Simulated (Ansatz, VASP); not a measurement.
## One calculation of Ca, two programs

```
CELL_PARAMETERS angstrom
3.76214 0.00000 0.00000
-1.88107 3.25811 0.00000
0.00000 0.00000 6.24263
ATOMIC_POSITIONS crystal
Ca 0.33333 0.66667 0.25000
Ca 0.66667 0.33333 0.75000
```

Alike in both runs: functional LDA; k mesh 12 × 12 × 6; occupations fermi-dirac, width 0.05 eV; no spin polarisation.

Ansatz relaxed the structure, and its values are those at the end. VASP's run is a single point on that final structure, the one shown.

|  | VASP | Ansatz |
| --- | --- | --- |
| version | VASP 6.6.1 | Ansatz 0.2.0 |
| potentials or method | VASP PAW LDA potentials, release 64 (Ca_sv) | PAW with Ansatz's default frozen-core files, scalar-relativistic |
| plane-wave cutoff (eV) | 520 | 420 |
| valence electrons in the cell | 20 | 20 |

```csv
,VASP,Ansatz,Ansatz less VASP
pressure (GPa),0.0,0.0,-0.01
```

LDA's correlation is that of Perdew and Zunger in VASP and of Perdew and Wang (1992) in Ansatz.
